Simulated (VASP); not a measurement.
Input of a VASP 6.6.1 run:

INCAR

```
SYSTEM = Ti
PREC = Accurate
ENCUT = 520
EDIFF = 1E-7
ISMEAR = 0
SIGMA = 0.1
LREAL = .FALSE.
LASPH = .TRUE.
NELM = 60
ALGO = Normal
ISIF = 2
LWAVE = .FALSE.
LCHARG = .FALSE.
LDIPOL = .TRUE.
IDIPOL = 3
DIPOL = 0.5 0.5 0.500
GGA = PE
NBANDS = 32
```

KPOINTS

```
regular mesh
0
G
  12 12 1
  0 0 0
```

File POSCAR:

```
Ti
1.0
    2.9384580613      0.0000000000      0.0000000000
   -1.4692290307      2.5447793290      0.0000000000
    0.0000000000      0.0000000000     20.9759510208
Ti
4
Direct
    0.6666666667      0.3333333333      0.3337155008
    0.3333333333      0.6666666667      0.4445718336
    0.6666666667      0.3333333333      0.5597825704
    0.3333333333      0.6666666667      0.6628835844
```

Potentials or basis: VASP PAW PBE potentials, release 64 (Ti_sv).

Command:

```sh
$ cat potpaw_PBE.64/Ti_sv/POTCAR > POTCAR
$ mpirun -np 1 vasp_std > vasp.out
```

Predict the band gap on the k mesh.

zero (band 24 reaches 1.86 eV, above the bottom of band 25 at 1.03 eV).

Predict the largest force.

0.619 eV/Å.

Forces on the atoms (eV/Å):
```
Ti   0.000  0.000  0.619
Ti   0.000  0.000 -0.605
Ti   0.000  0.000 -0.001
Ti   0.000  0.000 -0.013
```
